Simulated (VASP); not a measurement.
# CaO (Fm-3m) in VASP: single point with r2SCAN

Aim: the single point of CaO with r2SCAN.

All numbers are computed with VASP 6.6.1; they aren't measurements. Logs are shortened: lines on timing, memory, paths and dates and some standing lists are left out, and cuts for length are marked.

### 1 The cell of the first run

It takes space group Fm-3m (No. 225, cubic). Conventional cell: a = 4.813 Å, b = 4.813 Å, c = 4.813 Å, α = 90.00°, β = 90.00°, γ = 90.00°. Within 3.2 Å of Ca (site symmetry m-3m) lie 6 O at 2.41 Å. Within 3.2 Å of O (site symmetry m-3m) lie 6 Ca at 2.41 Å.

### 2 Single point, r2SCAN

POSCAR

```
CaO
1.0
    0.0000000000      2.4065000000      2.4065000000
    2.4065000000      0.0000000000      2.4065000000
    2.4065000000      2.4065000000      0.0000000000
Ca O
1 1
Direct
    0.0000000000      0.0000000000      0.0000000000
    0.5000000000      0.5000000000      0.5000000000
```

INCAR.step1

```
SYSTEM = CaO
PREC = Accurate
ENCUT = 1480
ISMEAR = 0
SIGMA = 0.05
LREAL = .False.
LASPH = .True.
NELM = 120
NBANDS = 15
GGA = PE
ALGO = Normal
EDIFF = 1E-5
LWAVE = .True.
LCHARG = .False.
GGA_COMPAT = .False.
```

INCAR.step2

```
SYSTEM = CaO
PREC = Accurate
ENCUT = 1480
EDIFF = 1E-6
ISMEAR = 0
SIGMA = 0.05
LREAL = .False.
LASPH = .True.
NELM = 120
ALGO = Normal
ISIF = 2
LWAVE = .False.
LCHARG = .True.
METAGGA = R2SCAN
LMIXTAU = .True.
LELF = .True.
LVHAR = .True.
NBANDS = 15
ISTART = 1
GGA_COMPAT = .False.
```

KPOINTS

```
Automatic mesh
0
Gamma
  10 10 10
  0 0 0
```

Potentials or basis: VASP PAW PBE potentials, release 64 (Ca_sv, O_h).

On the command line:

```console
$ cat potpaw_PBE.64/Ca_sv/POTCAR potpaw_PBE.64/O_h/POTCAR > POTCAR
$ cp INCAR.step1 INCAR
$ mpirun -np 1 vasp_std > vasp.out
$ cp INCAR.step2 INCAR
$ mpirun -np 1 vasp_std > vasp.out
```

OUTCAR:

```text
SYSTEM = CaO
   PREC = Accurate
   ENCUT = 1480
   EDIFF = 1E-6
   ISMEAR = 0
   LREAL = .False.
   LASPH = .True.
   NELM = 120
   ISIF = 2
   METAGGA = R2SCAN
   ISTART = 1

 ion  position               nearest neighbor table
   1  0.000  0.000  0.000-
   2  0.500  0.500  0.500-

  LATTYP: Found a face centered cubic cell.
 ALAT       =     4.8130000000

  Lattice vectors:

 A1 = (   0.0000000000,   2.4065000000,   2.4065000000)
 A2 = (   2.4065000000,   0.0000000000,   2.4065000000)
 A3 = (   2.4065000000,   2.4065000000,   0.0000000000)

Analysis of symmetry for initial positions (statically):
=====================================================================
 Subroutine PRICEL returns:
 Original cell was already a primitive cell.

 Routine SETGRP: Setting up the symmetry group for a
 face centered cubic supercell.

 Subroutine GETGRP returns: Found 48 space group operations
 (whereof 48 operations were pure point group operations)
 out of a pool of 48 trial point group operations.

The static configuration has the point symmetry O_h .

Analysis of symmetry for dynamics (positions and initial velocities):
=====================================================================
 Subroutine PRICEL returns:
 Original cell was already a primitive cell.

 Routine SETGRP: Setting up the symmetry group for a
 face centered cubic supercell.

 Subroutine GETGRP returns: Found 48 space group operations
 (whereof 48 operations were pure point group operations)
 out of a pool of 48 trial point group operations.

The dynamic configuration has the point symmetry O_h .

 Subroutine INISYM returns: Found 48 space group operations
 (whereof 48 operations are pure point group operations),
 and found     1 'primitive' translations

----------------------------------------------------------------------------------------

                                     Primitive cell

  volume of cell :      27.8732

  direct lattice vectors                    reciprocal lattice vectors
     0.000000000  2.406500000  2.406500000    -0.207770621  0.207770621  0.207770621
     2.406500000  0.000000000  2.406500000     0.207770621 -0.207770621  0.207770621
     2.406500000  2.406500000  0.000000000     0.207770621  0.207770621 -0.207770621

  length of vectors
     3.403304938  3.403304938  3.403304938     0.359869272  0.359869272  0.359869272

  position of ions in fractional coordinates (direct lattice)
     0.000000000  0.000000000  0.000000000
     0.500000000  0.500000000  0.500000000

[... 87 lines left out ...]
   NELECT =      16.0000    total number of electrons
   NUPDOWN=      -1.0000    fix difference up-down
   EMIN   =  10.00;   EMAX   =-10.00  energy-range for DOS
   EFERMI =   0.00;   METHOD = LEGACY
   ISMEAR =     0;   SIGMA  =   0.05  broadening in eV -4-tet -1-fermi 0-gaus
   EFERMI_NEDOS =   21; number of points for ismear=-14 and -15
   IALGO  =     38    algorithm
   IMIX   =      4    mixing-type and parameters
     AMIX     =   0.40;   BMIX     =  1.00
     AMIX_MAG =   1.60;   BMIX_MAG =  1.00
  volume/ion in A,a.u.               =      13.94        94.05
  Fermi-wavevector in a.u.,A,eV,Ry     =   1.360564  2.571093 25.186211  1.851134
  Thomas-Fermi vector in A             =   2.487215
   LORBIT       =      0    0 simple, 1 ext, 2 COOP (PROOUT), +10 PAW based schemes
   METAGGA = R2SCAN    functional components
   LHFCALC =     F    Hartree Fock is set to
   AEXX    =    0.0000 exact exchange contribution
   IVDW    =     0    specifies the selected vdW correction
   LEPSILON=     F    determine dielectric tensor
   LRPA    =     F    only Hartree local field effects (RPA)
 non-spin polarized calculation
 Gauss-broadening in eV      SIGMA  =   0.05
  energy-cutoff  :     1480.00
  volume of cell :       27.87
 maximum number of plane-waves:      3647
 NGX is ok and might be reduce to    48
   NGX = 21   NGY = 21   NGZ = 21

 number of electron      16.0000000 magnetization

 Free energy of the ion-electron system (eV)
  ---------------------------------------------------
  ext. energy  EPLUGINS =         0.00000000
  ---------------------------------------------------
  free energy    TOTEN  =       -19.46787736 eV

  energy without entropy =      -19.46787736  energy(sigma->0) =      -19.46787736

 E-fermi :   2.6407     XC(G=0): -11.0548

 val. band max:        2.2643530297   @ k =   0.0000   0.0000   0.0000
 cond. band min:       6.4593898539   @ k =   0.5000   0.5000   0.0000
 fundamental gap:      4.1950368242
 Fermi energy:         2.6407041165

 k-point     1 :       0.0000    0.0000    0.0000
  band No.  band energies     occupation
      1     -36.8071      2.00000
      2     -16.7018      2.00000
      3     -16.7018      2.00000
      4     -16.7018      2.00000
      5     -14.2004      2.00000
      6       2.2644      2.00000
      7       2.2644      2.00000
      8       2.2644      2.00000
      9       7.6580      0.00000
     10       9.1117      0.00000
     11       9.1117      0.00000
     12       9.1117      0.00000
     13      10.7014      0.00000
     14      10.7014      0.00000
[... 401 lines left out ...]
      2     -17.3685      2.00000
      3     -16.8971      2.00000
      4     -16.8701      2.00000
      5     -13.6628      2.00000
      6       0.6047      2.00000
      7       1.7196      2.00000
      8       1.8147      2.00000
      9       7.1380      0.00000
     10      10.6140      0.00000
     11      11.7517      0.00000
     12      11.8027      0.00000
     13      11.9456      0.00000
     14      13.8660      0.00000
     15      18.8849      0.00000

 [... further k-points ...]

------------------------ aborting loop because EDIFF is reached ----------------------------------------

  FORCE on cell =-STRESS in cart. coord.  units (eV):
  Direction    XX          YY          ZZ          XY          YZ          ZX
  --------------------------------------------------------------------------------------
  -------------------------------------------------------------------------------------
  Total       -0.0613478     -0.0613478     -0.0613478     -0.0000000      0.0000000     -0.0000000
  in kB       -3.5263211     -3.5263211     -3.5263211     -0.0000000      0.0000000     -0.0000000
  external PRESSURE =      -3.5263211 kB  Pullay stress =       0.0000000 kB

 VOLUME and BASIS-vectors are now :
 -----------------------------------------------------------------------------
  energy-cutoff  :     1480.00
  volume of cell :       27.87
      direct lattice vectors                 reciprocal lattice vectors
     0.000000000  2.406500000  2.406500000    -0.207770621  0.207770621  0.207770621
     2.406500000  0.000000000  2.406500000     0.207770621 -0.207770621  0.207770621
     2.406500000  2.406500000  0.000000000     0.207770621  0.207770621 -0.207770621

 POSITION                                       TOTAL-FORCE (eV/Angst)
 -----------------------------------------------------------------------------------
      0.00000      0.00000      0.00000         0.000000     -0.000000     -0.000000
      2.40650      2.40650      2.40650        -0.000000      0.000000      0.000000
 -----------------------------------------------------------------------------------
    total drift:                               -0.000000     -0.000000     -0.000000

  FREE ENERGIE OF THE ION-ELECTRON SYSTEM (eV)
  ---------------------------------------------------
  free  energy   TOTEN  =       -19.4678773562 eV

  energy  without entropy=      -19.4678773562  energy(sigma->0) =      -19.46787736
```

OUTCAR.step1:

```text
SYSTEM = CaO
   PREC = Accurate
   ENCUT = 1480
   ISMEAR = 0
   LREAL = .False.
   LASPH = .True.
[... 654 lines left out ...]
      0.00000      0.00000      0.00000        -0.000000      0.000000     -0.000000
      2.40650      2.40650      2.40650         0.000000     -0.000000      0.000000
 -----------------------------------------------------------------------------------
    total drift:                               -0.000000     -0.000000     -0.000000

  FREE ENERGIE OF THE ION-ELECTRON SYSTEM (eV)
  ---------------------------------------------------
  free  energy   TOTEN  =       -12.8100050954 eV

  energy  without entropy=      -12.8100050954  energy(sigma->0) =      -12.81000510
```

Run time: 14 min. Hardware: 1 thread of AMD EPYC 7R43 (Zen 3), shared host; peak memory 0.39 GiB.

Results:

```
Free energy            : -19.4679 eV
Pressure               : -0.4 GPa
Band gap on the k mesh : 4.20 eV (least direct gap 4.57 eV)
```

Caveat: the PAW data sets were made with another functional, which shifts forces and pressure a little. A k mesh can miss the band edges.
